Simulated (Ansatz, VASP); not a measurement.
One calculation of CaSe, two programs

The input INCAR:

```
SYSTEM = CaSe
PREC = Accurate ; ENCUT = 520
EDIFF = 1E-7 ; ISMEAR = -1
SIGMA = 0.02 ; LREAL = .FALSE.
LASPH = .TRUE. ; NELM = 100
ALGO = Normal ; ISIF = 2
LWAVE = .FALSE. ; LCHARG = .FALSE.
GGA = PE ; NBANDS = 15
```

KPOINTS

```
Automatic mesh
0
G
  8 8 8
  0 0 0
```

POSCAR

```
CaSe
1.0
    3.6347849189      0.0000000000      0.0000000000
    0.0000000000      3.6347849189      0.0000000000
    0.0000000000      0.0000000000      3.4584978503
Ca Se
1 1
Direct
    0.0000000000      0.0000000000      0.0000000000
    0.5000000000      0.5000000000      0.5000000000
```

Input for Ansatz:

```yaml
crystal:
  lattice:
    - [3.6347849189, 0.0, 0.0]
    - [0.0, 3.6347849189, 0.0]
    - [0.0, 0.0, 3.4584978503]
  atoms:
    - { symbol: Ca, position: [0.0, 0.0, 0.0] }
    - { symbol: Se, position: [0.5, 0.5, 0.5] }
kpoints:
  mp_grid: { grid: [8, 8, 8] }
  band_path:
    path: [[0.0, 0.0, 0.0], [0.0, 0.5, 0.0], [0.5, 0.5, 0.0], [0.5, 0.5, 0.5]]
    npoints: 1
hamiltonian:
  xc: pbe
scf:
  occupations: { method: fermi_dirac, width: 0.02 }
  n_extra_bands: 4
output:
  forces: true
  stress: true
  eigenvalues: true
```

Change from the starting cell: uniaxial_z strain -4.8%.

Alike in both runs: task single point; functional PBE; k mesh 8 × 8 × 8; occupations fermi-dirac, width 0.02 eV; no spin polarisation.

|  | VASP | Ansatz |
| --- | --- | --- |
| version | VASP 6.6.1 | Ansatz 0.2.0 |
| potentials or method | VASP PAW PBE potentials, release 64 (Ca_sv, Se) | plane waves, PAW |
| plane-wave cutoff (eV) | 520 | 420 |
| valence electrons in the cell | 16 | 26 |

```tsv
	VASP	Ansatz	Ansatz less VASP
pressure (GPa)	3.8	3.6	-0.21
traceless stress, the component that is largest in VASP (GPa)	5.69	5.70	+0.005
```

VASP's potentials hold 16 valence electrons a cell and Ansatz's 26, so a difference there can come from the potentials and not from the codes.
